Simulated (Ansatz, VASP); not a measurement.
One calculation of BaS, two programs

Contents of INCAR:

```
PREC = Accurate ; ENCUT = 500
EDIFF = 1E-6 ; ISMEAR = -1
SIGMA = 0.1 ; LREAL = F
LASPH = T ; NELM = 120
ALGO = Normal ; ISIF = 2
LWAVE = F ; LCHARG = F
NBANDS = 15 ; GGA_COMPAT = F
```

File KPOINTS:

```
regular mesh
0
Gamma
  11 11 11
```

POSCAR

```
BaS
1.0
    0.0000000000      2.7567322057      2.7567322057
    2.7567322057      0.0000000000      2.7567322057
    2.7567322057      2.7567322057      0.0000000000
Ba S
1 1
Direct
    0.0000000000      0.0000000000      0.0000000000
    0.5000000000      0.5000000000      0.5000000000
```

Input for Ansatz:

```yaml
crystal:
  lattice:
    - [0.0, 2.7567322057, 2.7567322057]
    - [2.7567322057, 0.0, 2.7567322057]
    - [2.7567322057, 2.7567322057, 0.0]
  atoms:
    - { symbol: Ba, position: [0.0, 0.0, 0.0] }
    - { symbol: S, position: [0.5, 0.5, 0.5] }
kpoints:
  mp_grid: { grid: [11, 11, 11] }
scf:
  occupations: { method: fermi_dirac, width: 0.1 }
hamiltonian:
  xc: lda
  pseudopotentials: { kind: all_electron, datasets: crystal }
output:
  forces: true
  stress: true
  eigenvalues: true
```

Change from the starting cell: volume scaled by 0.68, crystal datasets.

Alike in both runs: task single point; functional LDA; k mesh 11 × 11 × 11; occupations fermi-dirac, width 0.1 eV; no spin polarisation.

|  | VASP | Ansatz |
| --- | --- | --- |
| version | VASP 6.6.1 | Ansatz 0.2.0 |
| potentials or method | VASP PAW LDA potentials, release 64 (Ba_sv, S), cutoff 500 eV | all-electron PAW with datasets made for the crystal, scalar-relativistic |

|  | VASP | Ansatz | Ansatz less VASP |
| --- | --- | --- | --- |
| pressure (GPa) | 48.2 | 45.1 | -3.07 |

LDA's correlation is that of Perdew and Zunger in VASP and of Perdew and Wang (1992) in Ansatz. Both programs put the cell under a high pressure, so it lies far from rest at this level. Ansatz ran all-electron here, and VASP with PAW potentials.

Neither program's run includes spin-orbit coupling.
